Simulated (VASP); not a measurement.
Write the native input for VASP 6.6.1 that does the following.

| Quantity | Value |
| --- | --- |
| Task | single point |
| Functional | PBE |
| Potentials or basis | VASP PAW PBE potentials, release 64 (Ga_d, Sn_d, As) |
| Cutoff | 520 eV |
| k mesh | 10 × 10 × 6 |
| Occupations | gaussian, width 0.1 eV |
| Spin | no spin polarisation |
| Dipole correction | no |
| Further INCAR settings | ALGO = Fast; EDIFF = 1e-07; NBANDS = 33 |

The structure of Ga2SnAs2 lies in POSCAR:

```
Ga2SnAs2
1.0
    3.8150286565      0.0000000000      0.0000000000
    0.0000000000      3.8150286565      0.0000000000
    0.0000000000      0.0000000000      7.7526810534
Ga Sn As
2 1 2
Direct
    0.5000000000      0.5000000000      0.2120250824
    0.5000000000      0.5000000000      0.7879749176
    0.0000000000      0.0000000000      0.0000000000
    0.0000000000      0.5000000000      0.5000000000
    0.5000000000      0.0000000000      0.5000000000
```

The cell was built from a structure type or drawn by symmetry, and may not be a known phase.

These files were run (other wordings do the same):

INCAR

```
PREC     = Accurate       # precision mode
ENCUT    = 520            # plane-wave cutoff, eV
EDIFF    = 1E-7           # SCF threshold, eV
ISMEAR   = 0              # smearing method
SIGMA    = 0.1            # smearing width, eV
LREAL    = F              # projectors in reciprocal space
LASPH    = T              # aspherical terms in the spheres
NELM     = 100            # most SCF steps
ALGO     = Fast           # electronic algorithm
ISIF     = 2              # what is computed and relaxed
LWAVE    = F              # write WAVECAR
LCHARG   = F              # write CHGCAR
GGA      = PE             # functional
NBANDS   = 33             # bands
```

KPOINTS

```
regular mesh
0
Gamma
  10 10 6
```

Potentials or basis: VASP PAW PBE potentials, release 64 (Ga_d, Sn_d, As).

Command:

```bash
$ cat potpaw_PBE.64/Ga_d/POTCAR potpaw_PBE.64/Sn_d/POTCAR potpaw_PBE.64/As/POTCAR > POTCAR
$ mpirun -np 1 vasp_std > vasp.out
```

Results of the run:

The pressure is 0.1 GPa and the largest force is 0.009 eV/Å. The band gap on the k mesh is zero (bands 25 and 26 overlap by 4.11 eV).

Caveat: spin-orbit coupling is left out, which moves the levels of the heavy elements.

Run time: 4.5 min on 1 thread of AMD EPYC 7R13 Processor (Zen 3), on a shared host, peak memory 0.39 GiB.
